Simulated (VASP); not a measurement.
# PbS2 (I4/mcm) in VASP: single point with LDA

Aim: the single point of PbS2 with LDA.

Program: VASP 6.6.1. These are calculated values, not measurements. Logs are shortened: lines on timing, memory, paths and dates and some standing lists are left out, and cuts for length are marked.

### 1 The cell of the first run

The structure is tetragonal, space group I4/mcm (No. 140). Conventional cell: a = 6.387 Å, b = 6.387 Å, c = 7.844 Å, α = 90.00°, β = 90.00°, γ = 90.00°. Pb (site symmetry 422) has 8 S at 3.22 Å and 2 Pb at 3.92 Å within 4.2 Å. Within 2.8 Å of S (site symmetry m2m) lie 1 S at 2.15 Å.

### 2 Single point, LDA

INCAR

```
SYSTEM = PbS2
PREC = Accurate
ENCUT = 520
EDIFF = 1E-6
ISMEAR = -1
SIGMA = 0.1
LREAL = .False.
LASPH = .True.
NELM = 80
ALGO = Normal
ISIF = 2
LWAVE = .False.
LCHARG = .False.
NBANDS = 35
```

KPOINTS

```
Automatic mesh
0
Gamma
  6 6 6
  0 0 0
```

POSCAR

```
PbS2
1.0
   -3.1933497787      3.1933497787      3.9219929315
    3.1933497787     -3.1933497787      3.9219929315
    3.1933497787      3.1933497787     -3.9219929315
Pb S
2 4
Direct
    0.7500000000      0.7500000000      0.0000000000
    0.2500000000      0.2500000000      0.0000000000
    0.1190319700      0.6190319700      0.7380639500
    0.8809680200      0.3809680300      0.2619360500
    0.6190319700      0.8809680200      0.5000000000
    0.3809680300      0.1190319700      0.5000000000
```

Potentials or basis: VASP PAW LDA potentials, release 64 (Pb_d, S).

Run with:

```sh
$ cat potpaw_LDA.64/Pb_d/POTCAR potpaw_LDA.64/S/POTCAR > POTCAR
$ mpirun -np 1 vasp_std > vasp.out
```

OUTCAR:

```text
SYSTEM = PbS2
   PREC = Accurate
   ENCUT = 520
   EDIFF = 1E-6
   ISMEAR = -1
   LREAL = .False.
   LASPH = .True.
   NELM = 80
   ISIF = 2

 ion  position               nearest neighbor table
   1  0.750  0.750  0.000-   4 3.22   5 3.22   3 3.22   6 3.22   6 3.22   3 3.22   5 3.22   4 3.22
                             2 3.92   2 3.92
   2  0.250  0.250  0.000-   4 3.22   5 3.22   3 3.22   6 3.22   6 3.22   3 3.22   5 3.22   4 3.22
                             1 3.92   1 3.92
   3  0.119  0.619  0.738-   4 2.15   2 3.22   1 3.22   2 3.22   1 3.22
   4  0.881  0.381  0.262-   3 2.15   2 3.22   1 3.22   1 3.22   2 3.22
   5  0.619  0.881  0.500-   6 2.15   1 3.22   2 3.22   1 3.22   2 3.22
   6  0.381  0.119  0.500-   5 2.15   2 3.22   2 3.22   1 3.22   1 3.22

  LATTYP: Found a body centered tetragonal cell.
 ALAT       =     6.3866995574
 C/A-ratio  =     1.2281751776

  Lattice vectors:

 A1 = (  -3.1933497787,   3.1933497787,   3.9219929315)
 A2 = (   3.1933497787,  -3.1933497787,   3.9219929315)
 A3 = (   3.1933497787,   3.1933497787,  -3.9219929315)

Analysis of symmetry for initial positions (statically):
=====================================================================
 Subroutine PRICEL returns:
 Original cell was already a primitive cell.

 Routine SETGRP: Setting up the symmetry group for a
 body centered tetragonal supercell.

 Subroutine GETGRP returns: Found 16 space group operations
 (whereof  8 operations were pure point group operations)
 out of a pool of 16 trial point group operations.

The static configuration has the point symmetry C_4h.
 The point group associated with its full space group is D_4h.

Analysis of symmetry for dynamics (positions and initial velocities):
=====================================================================
 Subroutine PRICEL returns:
 Original cell was already a primitive cell.

 Routine SETGRP: Setting up the symmetry group for a
 body centered tetragonal supercell.

 Subroutine GETGRP returns: Found 16 space group operations
 (whereof  8 operations were pure point group operations)
 out of a pool of 16 trial point group operations.

The dynamic configuration has the point symmetry C_4h.
 The point group associated with its full space group is D_4h.

 Subroutine INISYM returns: Found 16 space group operations
 (whereof  8 operations are pure point group operations),
 and found     1 'primitive' translations

----------------------------------------------------------------------------------------

                                     Primitive cell

  volume of cell :     159.9778

  direct lattice vectors                    reciprocal lattice vectors
    -3.193349779  3.193349779  3.921992932     0.000000000  0.156575394  0.127486206
     3.193349779 -3.193349779  3.921992932     0.156575394  0.000000000  0.127486206
     3.193349779  3.193349779 -3.921992932     0.156575394  0.156575394  0.000000000

  length of vectors
     5.981387312  5.981387312  5.981387312     0.201912325  0.201912325  0.221431046

  position of ions in fractional coordinates (direct lattice)
     0.750000000  0.750000000  0.000000000
     0.250000000  0.250000000  0.000000000
     0.119031970  0.619031970  0.738063950
     0.880968020  0.380968030  0.261936050
     0.619031970  0.880968020  0.500000000
     0.380968030  0.119031970  0.500000000

  ion indices of the primitive-cell ions
   primitive index   ion index
                 1           1
                 2           2
                 3           3
                 4           4
                 5           5
                 6           6

----------------------------------------------------------------------------------------

 KPOINTS: Automatic mesh

Automatic generation of k-mesh.
 Grid dimensions read from file:
 generate k-points for:    6    6    6

 Generating k-lattice:

  Cartesian coordinates                     Fractional coordinates (reciprocal lattice)
     0.000000000  0.026095899  0.021247701     0.166666667  0.000000000  0.000000000
     0.026095899  0.000000000  0.021247701     0.000000000  0.166666667  0.000000000
     0.026095899  0.026095899  0.000000000     0.000000000  0.000000000  0.166666667

  Length of vectors
     0.033652054  0.033652054  0.036905174

  Shift w.r.t. Gamma in fractional coordinates (k-lattice)
     0.000000000  0.000000000  0.000000000

 Subroutine IBZKPT returns following result:
 ===========================================

 Found     30 irreducible k-points:

 Following reciprocal coordinates:
            Coordinates               Weight
  0.000000  0.000000  0.000000      1.000000
  0.166667 -0.000000  0.000000      8.000000
  0.333333  0.000000 -0.000000      8.000000
  0.500000  0.000000  0.000000      4.000000
  0.166667  0.166667  0.000000      8.000000
  0.333333  0.166667  0.000000     16.000000
[... 16 lines left out ...]
 -0.333333 -0.333333  0.166667      8.000000
 -0.166667 -0.333333  0.166667      8.000000
 [... further k-points ...]
   k-points           NKPTS =     30   k-points in BZ     NKDIM =     30   number of bands    NBANDS=     35
   number of dos      NEDOS =    301   number of ions     NIONS =      6
   total plane-waves  NPLWV = 110592
   dimension x,y,z NGX =    48 NGY =   48 NGZ =   48
   dimension x,y,z NGXF=    96 NGYF=   96 NGZF=   96
   ions per type =               2   4
   NGX,Y,Z   is equivalent  to a cutoff of  13.34, 13.34, 13.34 a.u.
   NGXF,Y,Z  is equivalent  to a cutoff of  26.68, 26.68, 26.68 a.u.
 SYSTEM =  PbS2
   PREC   = accura    normal or accurate (medium, high low for compatibility)
   ISTART =      0    job   : 0-new  1-cont  2-samecut
   ICHARG =      2    charge: 1-file 2-atom 10-const
   ISPIN  =      1    spin polarized calculation?
   LNONCOLLINEAR =      F non collinear calculations
   LSORBIT =      F    spin-orbit coupling
   LASPH  =      T    aspherical Exc in radial PAW
   ENCUT  =  520.0 eV  38.22 Ry    6.18 a.u.  11.12 11.12 11.12*2*pi/ulx,y,z
   NELM   =     80;   NELMIN=  2; NELMDL= -5     # of ELM steps
   EDIFF  = 0.1E-05   stopping-criterion for ELM
   LREAL  =      F    real-space projection
   EDIFFG = 0.1E-04   stopping-criterion for IOM
   NSW    =      0    number of steps for IOM
   IBRION =     -1    ionic relax: 0-MD 1-quasi-New 2-CG
   NFREE  =      0    steps in history (QN), initial steepest desc. (CG)
   ISIF   =      2    stress and relaxation
   ISYM   =      2    0-nonsym 1-usesym 2-fastsym
   POTIM  = 0.5000    time-step for ionic-motion
   TEBEG  =    0.0;   TEEND  =   0.0 temperature during run
   PSTRESS=    0.0 pullay stress
   NELECT =      52.0000    total number of electrons
   NUPDOWN=      -1.0000    fix difference up-down
   EMIN   =  10.00;   EMAX   =-10.00  energy-range for DOS
   EFERMI =   0.00;   METHOD = LEGACY
   ISMEAR =    -1;   SIGMA  =   0.10  broadening in eV -4-tet -1-fermi 0-gaus
   EFERMI_NEDOS =   21; number of points for ismear=-14 and -15
   IALGO  =     38    algorithm
   IMIX   =      4    mixing-type and parameters
     AMIX     =   0.40;   BMIX     =  1.00
     AMIX_MAG =   1.60;   BMIX_MAG =  1.00
  volume/ion in A,a.u.               =      26.66       179.93
  Fermi-wavevector in a.u.,A,eV,Ry     =   1.125614  2.127101 17.238664  1.267006
  Thomas-Fermi vector in A             =   2.262292
   LORBIT       =      0    0 simple, 1 ext, 2 COOP (PROOUT), +10 PAW based schemes
   GGA     = CA    functional components
   LHFCALC =     F    Hartree Fock is set to
   AEXX    =    0.0000 exact exchange contribution
   IVDW    =     0    specifies the selected vdW correction
   LEPSILON=     F    determine dielectric tensor
   LRPA    =     F    only Hartree local field effects (RPA)
 non-spin polarized calculation
  energy-cutoff  :      520.00
  volume of cell :      159.98
 maximum number of plane-waves:      4342
 NGX is ok and might be reduce to    48
   NGX = 23   NGY = 23   NGZ = 23

 number of electron      52.0000002 magnetization

 Free energy of the ion-electron system (eV)
  ---------------------------------------------------
  ext. energy  EPLUGINS =         0.00000000
  ---------------------------------------------------
  free energy    TOTEN  =       -28.43161680 eV

  energy without entropy =      -28.42122834  energy(sigma->0) =      -28.42642257

 E-fermi :   4.4940     XC(G=0):  -9.5868

 val. band max:        4.3385646158   @ k =   0.5000   0.5000   0.5000
 cond. band min:       4.5977776550   @ k =   0.5000   0.5000   0.3333
 fundamental gap:      0.2592130392
 Fermi energy:         4.4939766653

 k-point     1 :       0.0000    0.0000    0.0000
  band No.  band energies     occupation
      1     -12.7100      2.00000
      2     -12.6883      2.00000
      3     -12.6883      2.00000
      4     -12.6667      2.00000
      5     -12.6416      2.00000
      6     -12.6325      2.00000
[... 27 lines left out ...]
     34       8.5000      0.00000
     35       8.8314      0.00000

 k-point     2 :       0.1667   -0.0000    0.0000
  band No.  band energies     occupation
      1     -12.7032      2.00000
      2     -12.6859      2.00000
      3     -12.6841      2.00000
      4     -12.6634      2.00000
      5     -12.6418      2.00000
      6     -12.6357      2.00000
[... 27 lines left out ...]
     34       8.5688      0.00000
     35       9.5082      0.00000

 k-point     3 :       0.3333    0.0000   -0.0000
  band No.  band energies     occupation
      1     -12.6848      2.00000
      2     -12.6772      2.00000
      3     -12.6728      2.00000
      4     -12.6553      2.00000
      5     -12.6461      2.00000
      6     -12.6444      2.00000
[... 27 lines left out ...]
     34       8.3290      0.00000
     35      10.7430      0.00000
[... 723 lines left out ...]
 k-point    23 :      -0.3333   -0.3333    0.1667
  band No.  band energies     occupation
      1     -12.6785      2.00000
      2     -12.6690      2.00000
      3     -12.6598      2.00000
      4     -12.6588      2.00000
      5     -12.6528      2.00000
      6     -12.6493      2.00000
[... 27 lines left out ...]
     34       8.4882      0.00000
     35      10.0396      0.00000

 k-point    24 :      -0.1667   -0.3333    0.1667
  band No.  band energies     occupation
      1     -12.6655      2.00000
      2     -12.6642      2.00000
      3     -12.6637      2.00000
      4     -12.6607      2.00000
      5     -12.6548      2.00000
      6     -12.6525      2.00000
[... 27 lines left out ...]
     34       8.5320      0.00000
     35      10.1748      0.00000

 [... further k-points ...]

------------------------ aborting loop because EDIFF is reached ----------------------------------------

  FORCE on cell =-STRESS in cart. coord.  units (eV):
  Direction    XX          YY          ZZ          XY          YZ          ZX
  --------------------------------------------------------------------------------------
  -------------------------------------------------------------------------------------
  Total       -9.1149357     -9.1149357     -7.1299214      0.0000000      0.0000000      0.0000000
  in kB      -91.2860490    -91.2860490    -71.4061378      0.0000000      0.0000000      0.0000000
  external PRESSURE =     -84.6594119 kB  Pullay stress =       0.0000000 kB

 VOLUME and BASIS-vectors are now :
 -----------------------------------------------------------------------------
  energy-cutoff  :      520.00
  volume of cell :      159.98
      direct lattice vectors                 reciprocal lattice vectors
    -3.193349779  3.193349779  3.921992932     0.000000000  0.156575394  0.127486206
     3.193349779 -3.193349779  3.921992932     0.156575394  0.000000000  0.127486206
     3.193349779  3.193349779 -3.921992932     0.156575394  0.156575394  0.000000000

 POSITION                                       TOTAL-FORCE (eV/Angst)
 -----------------------------------------------------------------------------------
      0.00000      0.00000      5.88299         0.000000     -0.000000      0.000000
      0.00000      0.00000      1.96100         0.000000     -0.000000      0.000000
      3.95357      0.76022     -0.00000        -0.409096     -0.409096      0.000000
     -0.76022      2.43313      3.92199         0.409096      0.409096     -0.000000
      2.43313      0.76022      3.92199         0.409096     -0.409096     -0.000000
      0.76022      2.43313      0.00000        -0.409096      0.409096     -0.000000
 -----------------------------------------------------------------------------------
    total drift:                               -0.000000      0.000000      0.000045

  FREE ENERGIE OF THE ION-ELECTRON SYSTEM (eV)
  ---------------------------------------------------
  free  energy   TOTEN  =       -28.4316168027 eV

  energy  without entropy=      -28.4212283449  energy(sigma->0) =      -28.42642257
```

Run time: 2.7 min. Hardware: 1 thread of Intel Xeon 8259CL, shared host; peak memory 0.33 GiB.

What came out:

```yaml
Free_energy: -28.4316 eV
Pressure: -8.5 GPa
Largest_force: 0.579 eV/Å
Band_gap_on_the_k_mesh: 0.26 eV (least direct gap 0.49 eV)
```

Forces in eV/Å, atoms in the order of the input:
```
Pb   0.000  0.000  0.000
Pb   0.000  0.000  0.000
S   -0.409 -0.409  0.000
S    0.409  0.409  0.000
S    0.409 -0.409  0.000
S   -0.409  0.409  0.000
```

Caveat: the cell stands under tension; spin-orbit coupling is left out, which moves the levels of the heavy elements. A k mesh can miss the band edges.
